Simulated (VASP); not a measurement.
# RbBr (C2) in VASP: single point with PBEsol

Aim: the single point of RbBr with PBEsol.

All numbers are computed with VASP 6.6.1; they aren't measurements. Logs are shortened: lines on timing, memory, paths and dates and some standing lists are left out, and cuts for length are marked.

**1. The cell of the first run**

Symmetry: C2, No. 5, monoclinic system. The conventional cell has a = 8.599 Å, b = 4.651 Å, c = 4.869 Å, α = 90.00°, β = 123.83°, γ = 90.00°. Within 4.0 Å of Rb (site symmetry 2) lie 6 Br at 3.06 to 3.71 Å. Within 4.0 Å of Br (site symmetry 2) lie 6 Rb at 3.06 to 3.71 Å.

**2. Single point, PBEsol (strained and its atoms moved)**

INCAR

```
SYSTEM = RbBr
PREC = Accurate
ENCUT = 520
EDIFF = 1E-6
ISMEAR = 0
SIGMA = 0.02
LREAL = .False.
LASPH = .True.
NELM = 80
ALGO = Normal
ISIF = 2
LWAVE = .False.
LCHARG = .True.
GGA = PS
LELF = .True.
LVHAR = .True.
NBANDS = 15
```

KPOINTS

```
Automatic mesh
0
Gamma
  6 6 6
  0 0 0
```

POSCAR

```
RbBr
1.0
    0.0000000000      3.2889261750      3.2889261750
    3.5573679750     -0.0627918000      3.3517179750
    3.5856105750      3.3799605750     -0.0910344000
Rb Br
1 1
Direct
    0.0515759870      0.0000000000      0.0000000000
    0.4484240130      0.5000000000      0.5000000000
```

Potentials or basis: VASP PAW PBE potentials, release 64 (Rb_sv, Br).

Launch:

```bash
$ cat potpaw_PBE.64/Rb_sv/POTCAR potpaw_PBE.64/Br/POTCAR > POTCAR
$ mpirun -np 1 vasp_std > vasp.out
```

OUTCAR:

```text
SYSTEM = RbBr
   PREC = Accurate
   ENCUT = 520
   EDIFF = 1E-6
   ISMEAR = 0
   LREAL = .False.
   LASPH = .True.
   NELM = 80
   ISIF = 2
   GGA = PS

 ion  position               nearest neighbor table
   1  0.052  0.000  0.000-   2 3.06   2 3.06   2 3.60   2 3.60   2 3.71   2 3.71
   2  0.448  0.500  0.500-   1 3.06   1 3.06   1 3.60   1 3.60   1 3.71   1 3.71

  LATTYP: Found a base centered monoclinic cell.
 ALAT       =     8.5986755751
 B/A-ratio  =     0.5409256300
 C/A-ratio  =     0.5662347616
 COS(beta)  =    -0.5567711754

  Lattice vectors:

 A1 = (   3.5573679750,  -0.0627918000,   3.3517179750)
 A2 = (   3.5573679750,  -3.3517179750,   0.0627918000)
 A3 = (   0.0282426000,   3.4427523750,  -3.4427523750)

Analysis of symmetry for initial positions (statically):
=====================================================================
 Subroutine PRICEL returns:
 Original cell was already a primitive cell.

 Routine SETGRP: Setting up the symmetry group for a
 base centered monoclinic supercell.

 Subroutine GETGRP returns: Found  2 space group operations
 (whereof  2 operations were pure point group operations)
 out of a pool of  4 trial point group operations.

The static configuration has the point symmetry C_2 .

Analysis of symmetry for dynamics (positions and initial velocities):
=====================================================================
 Subroutine PRICEL returns:
 Original cell was already a primitive cell.

 Routine SETGRP: Setting up the symmetry group for a
 base centered monoclinic supercell.

 Subroutine GETGRP returns: Found  2 space group operations
 (whereof  2 operations were pure point group operations)
 out of a pool of  4 trial point group operations.

The dynamic configuration has the point symmetry C_2 .

 Subroutine INISYM returns: Found  2 space group operations
 (whereof  2 operations are pure point group operations),
 and found     1 'primitive' translations

----------------------------------------------------------------------------------------

                                     Primitive cell

  volume of cell :      80.8770

  direct lattice vectors                    reciprocal lattice vectors
     0.000000000  3.288926175  3.288926175    -0.140002162  0.152599557  0.151451050
     3.557367975 -0.062791800  3.351717975     0.141150668 -0.145811600  0.145811600
     3.585610575  3.379960575 -0.091034400     0.138853655  0.144663093 -0.144663093

  length of vectors
     4.651244002  4.888028550  4.928389590     0.256563151  0.249891089  0.247255249

  position of ions in fractional coordinates (direct lattice)
     0.051575987  0.000000000  0.000000000
     0.448424013  0.500000000  0.500000000

  ion indices of the primitive-cell ions
   primitive index   ion index
                 1           1
                 2           2

----------------------------------------------------------------------------------------

 KPOINTS: Automatic mesh

Automatic generation of k-mesh.
 Grid dimensions read from file:
 generate k-points for:    6    6    6

 Generating k-lattice:

  Cartesian coordinates                     Fractional coordinates (reciprocal lattice)
    -0.023333694  0.025433259  0.025241842     0.166666667  0.000000000 -0.000000000
     0.023525111 -0.024301933  0.024301933     0.000000000  0.166666667 -0.000000000
     0.023142276  0.024110515 -0.024110515     0.000000000  0.000000000  0.166666667

  Length of vectors
     0.042760525  0.041648515  0.041209208

  Shift w.r.t. Gamma in fractional coordinates (k-lattice)
     0.000000000  0.000000000  0.000000000

 Subroutine IBZKPT returns following result:
 ===========================================

 Found     68 irreducible k-points:

 Following reciprocal coordinates:
            Coordinates               Weight
  0.000000  0.000000  0.000000      1.000000
  0.166667 -0.000000  0.000000      4.000000
  0.333333 -0.000000 -0.000000      4.000000
  0.500000 -0.000000  0.000000      2.000000
  0.000000  0.166667 -0.000000      2.000000
  0.166667  0.166667 -0.000000      4.000000
[... 16 lines left out ...]
  0.500000 -0.000000  0.166667      4.000000
 -0.333333  0.000000  0.166667      4.000000
 [... further k-points ...]
   k-points           NKPTS =     68   k-points in BZ     NKDIM =     68   number of bands    NBANDS=     15
   number of dos      NEDOS =    301   number of ions     NIONS =      2
   total plane-waves  NPLWV =  51840
   dimension x,y,z NGX =    36 NGY =   36 NGZ =   40
   dimension x,y,z NGXF=    72 NGYF=   72 NGZF=   80
   ions per type =               1   1
   NGX,Y,Z   is equivalent  to a cutoff of  12.87, 12.24, 13.49 a.u.
   NGXF,Y,Z  is equivalent  to a cutoff of  25.73, 24.49, 26.99 a.u.
 SYSTEM =  RbBr
   PREC   = accura    normal or accurate (medium, high low for compatibility)
   ISTART =      0    job   : 0-new  1-cont  2-samecut
   ICHARG =      2    charge: 1-file 2-atom 10-const
   ISPIN  =      1    spin polarized calculation?
   LNONCOLLINEAR =      F non collinear calculations
   LSORBIT =      F    spin-orbit coupling
   LASPH  =      T    aspherical Exc in radial PAW
   ENCUT  =  520.0 eV  38.22 Ry    6.18 a.u.   8.65  9.09  9.16*2*pi/ulx,y,z
   NELM   =     80;   NELMIN=  2; NELMDL= -5     # of ELM steps
   EDIFF  = 0.1E-05   stopping-criterion for ELM
   LREAL  =      F    real-space projection
   EDIFFG = 0.1E-04   stopping-criterion for IOM
   NSW    =      0    number of steps for IOM
   IBRION =     -1    ionic relax: 0-MD 1-quasi-New 2-CG
   NFREE  =      0    steps in history (QN), initial steepest desc. (CG)
   ISIF   =      2    stress and relaxation
   ISYM   =      2    0-nonsym 1-usesym 2-fastsym
   POTIM  = 0.5000    time-step for ionic-motion
   TEBEG  =    0.0;   TEEND  =   0.0 temperature during run
   PSTRESS=    0.0 pullay stress
   NELECT =      16.0000    total number of electrons
   NUPDOWN=      -1.0000    fix difference up-down
   EMIN   =  10.00;   EMAX   =-10.00  energy-range for DOS
   EFERMI =   0.00;   METHOD = LEGACY
   ISMEAR =     0;   SIGMA  =   0.02  broadening in eV -4-tet -1-fermi 0-gaus
   EFERMI_NEDOS =   21; number of points for ismear=-14 and -15
   IALGO  =     38    algorithm
   IMIX   =      4    mixing-type and parameters
     AMIX     =   0.40;   BMIX     =  1.00
     AMIX_MAG =   1.60;   BMIX_MAG =  1.00
  volume/ion in A,a.u.               =      40.44       272.89
  Fermi-wavevector in a.u.,A,eV,Ry     =   0.953908  1.802625 12.380489  0.909940
  Thomas-Fermi vector in A             =   2.082606
   LORBIT       =      0    0 simple, 1 ext, 2 COOP (PROOUT), +10 PAW based schemes
   GGA     = PS    functional components
   LHFCALC =     F    Hartree Fock is set to
   AEXX    =    0.0000 exact exchange contribution
   IVDW    =     0    specifies the selected vdW correction
   LEPSILON=     F    determine dielectric tensor
   LRPA    =     F    only Hartree local field effects (RPA)
 non-spin polarized calculation
 Gauss-broadening in eV      SIGMA  =   0.02
  energy-cutoff  :      520.00
  volume of cell :       80.88
 maximum number of plane-waves:      2196
 NGX is ok and might be reduce to    36
   NGX = 17   NGY = 19   NGZ = 19

 number of electron      15.9999999 magnetization

 Free energy of the ion-electron system (eV)
  ---------------------------------------------------
  ext. energy  EPLUGINS =         0.00000000
  ---------------------------------------------------
  free energy    TOTEN  =        -6.16376028 eV

  energy without entropy =       -6.16376028  energy(sigma->0) =       -6.16376028

 E-fermi :  -1.7315     XC(G=0):  -7.3472

 val. band max:       -1.8813817828   @ k =   0.0000   0.0000   0.0000
 cond. band min:       2.3191450853   @ k =   0.0000   0.0000   0.0000
 fundamental gap:      4.2005268680
 Fermi energy:        -1.7315273936

 k-point     1 :       0.0000    0.0000    0.0000
  band No.  band energies     occupation
      1     -26.1821      2.00000
      2     -14.1006      2.00000
      3     -10.3362      2.00000
      4     -10.2708      2.00000
      5     -10.2568      2.00000
      6      -1.9652      2.00000
      7      -1.9117      2.00000
      8      -1.8814      2.00000
      9       2.3191      0.00000
     10       5.2265      0.00000
     11       5.3908      0.00000
     12       5.9985      0.00000
     13       6.2607      0.00000
     14       6.7702      0.00000
     15       8.6762      0.00000

 k-point     2 :       0.1667   -0.0000    0.0000
  band No.  band energies     occupation
      1     -26.1794      2.00000
      2     -14.1086      2.00000
      3     -10.3346      2.00000
      4     -10.2864      2.00000
      5     -10.2452      2.00000
      6      -2.2078      2.00000
      7      -2.0172      2.00000
      8      -2.0031      2.00000
      9       2.9491      0.00000
     10       5.4526      0.00000
     11       5.5354      0.00000
     12       5.8149      0.00000
     13       6.8187      0.00000
     14       7.1737      0.00000
     15       9.7791      0.00000

 k-point     3 :       0.3333   -0.0000   -0.0000
  band No.  band energies     occupation
      1     -26.1739      2.00000
      2     -14.1246      2.00000
      3     -10.3315      2.00000
      4     -10.3015      2.00000
      5     -10.2385      2.00000
      6      -2.6737      2.00000
      7      -2.1950      2.00000
      8      -2.1528      2.00000
      9       4.1483      0.00000
     10       5.5010      0.00000
     11       6.3659      0.00000
     12       6.6821      0.00000
     13       7.8936      0.00000
     14       8.1617      0.00000
     15       9.2676      0.00000
[... 343 lines left out ...]
 k-point    23 :       0.5000   -0.0000    0.1667
  band No.  band energies     occupation
      1     -26.1701      2.00000
      2     -14.1231      2.00000
      3     -10.3985      2.00000
      4     -10.3171      2.00000
      5     -10.2285      2.00000
      6      -2.7159      2.00000
      7      -2.2652      2.00000
      8      -2.1635      2.00000
      9       4.6252      0.00000
     10       5.4985      0.00000
     11       7.1050      0.00000
     12       7.5101      0.00000
     13       7.9468      0.00000
     14       8.3779      0.00000
     15       9.0289      0.00000

 k-point    24 :      -0.3333    0.0000    0.1667
  band No.  band energies     occupation
      1     -26.1715      2.00000
      2     -14.1249      2.00000
      3     -10.4012      2.00000
      4     -10.3091      2.00000
      5     -10.2164      2.00000
      6      -2.6745      2.00000
      7      -2.2239      2.00000
      8      -2.1402      2.00000
      9       4.6199      0.00000
     10       5.3984      0.00000
     11       6.8164      0.00000
     12       7.0953      0.00000
     13       7.3417      0.00000
     14       8.5512      0.00000
     15       9.2815      0.00000

 [... further k-points ...]
[... 5 lines left out ...]
  --------------------------------------------------------------------------------------
  -------------------------------------------------------------------------------------
  Total       -0.5271382      1.2958729      1.2958729     -0.0124064     -0.3415776      0.0124064
  in kB      -10.4426308     25.6712974     25.6712974     -0.2457715     -6.7666667      0.2457716
  external PRESSURE =      13.6333213 kB  Pullay stress =       0.0000000 kB

 VOLUME and BASIS-vectors are now :
 -----------------------------------------------------------------------------
  energy-cutoff  :      520.00
  volume of cell :       80.88
      direct lattice vectors                 reciprocal lattice vectors
     0.000000000  3.288926175  3.288926175    -0.140002162  0.152599557  0.151451050
     3.557367975 -0.062791800  3.351717975     0.141150668 -0.145811600  0.145811600
     3.585610575  3.379960575 -0.091034400     0.138853655  0.144663093 -0.144663093

 POSITION                                       TOTAL-FORCE (eV/Angst)
 -----------------------------------------------------------------------------------
      0.00000      0.16963      0.16963         0.000000     -0.539940     -0.539940
      3.57149      3.13342      3.10518        -0.000000      0.539940      0.539940
 -----------------------------------------------------------------------------------
    total drift:                                0.000003     -0.000103     -0.000101

  FREE ENERGIE OF THE ION-ELECTRON SYSTEM (eV)
  ---------------------------------------------------
  free  energy   TOTEN  =        -6.1637602837 eV

  energy  without entropy=       -6.1637602837  energy(sigma->0) =       -6.16376028
```

Run time: 2.3 min. Hardware: 1 thread of AMD EPYC 7R13, shared host; peak memory 0.23 GiB.

What came out:

- Free energy: -6.1638 eV
- Pressure: 1.4 GPa
- Largest force: 0.764 eV/Å
- Band gap on the k mesh: 4.20 eV

Forces in eV/Å, atoms in the order of the input:
```
Rb   0.000 -0.540 -0.540
Br   0.000  0.540  0.540
```

Stress tensor (GPa, compression positive):
```
-1.04 -0.02  0.02
-0.02  2.57 -0.68
 0.02 -0.68  2.57
```

Caveat: the cell differs from its parent crystal (strained and its atoms moved); the PAW data sets were made with another functional, which shifts forces and pressure a little.
